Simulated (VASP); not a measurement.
Here is a VASP 6.6.1 calculation.

Contents of INCAR:

```
ALGO     = Normal         # electronic algorithm
EDIFF    = 1E-7           # SCF threshold, eV
ENCUT    = 520            # plane-wave cutoff, eV
GGA      = PE             # functional
ISIF     = 2              # what is computed and relaxed
ISMEAR   = 0              # smearing method
LASPH    = True           # aspherical terms in the spheres
LCHARG   = False          # write CHGCAR
LREAL    = False          # projectors in reciprocal space
LWAVE    = False          # write WAVECAR
NBANDS   = 17             # bands
NELM     = 80             # most SCF steps
PREC     = Accurate       # precision mode
SIGMA    = 0.01           # smearing width, eV
```

The input KPOINTS:

```
k-points
0
Gamma
  4 4 4
```

POSCAR

```
TePb
1.0
    0.0000000000      3.2841760309      3.2841760309
    3.2841760309      0.0000000000      3.2841760309
    3.2841760309      3.2841760309      0.0000000000
Pb Te
1 1
Direct
    0.0000000000      0.0000000000      0.0000000000
    0.5000000000      0.5000000000      0.5000000000
```

Potentials or basis: VASP PAW PBE potentials, release 64 (Pb_d, Te).

The run is started by

```bash
$ cat potpaw_PBE.64/Pb_d/POTCAR potpaw_PBE.64/Te/POTCAR > POTCAR
$ mpirun -np 1 vasp_std > vasp.out
```

(1) What does it give for the band gap on the k mesh?

(2) Predict the pressure.

Answers

(1) 0.83 eV.

(2) 0.0 GPa.

Caveat: the cell differs from its parent crystal (strain +0.5%); the structure was generated, so it needn't be the stable form of TePb; spin-orbit coupling is left out, which moves the levels of the heavy elements.
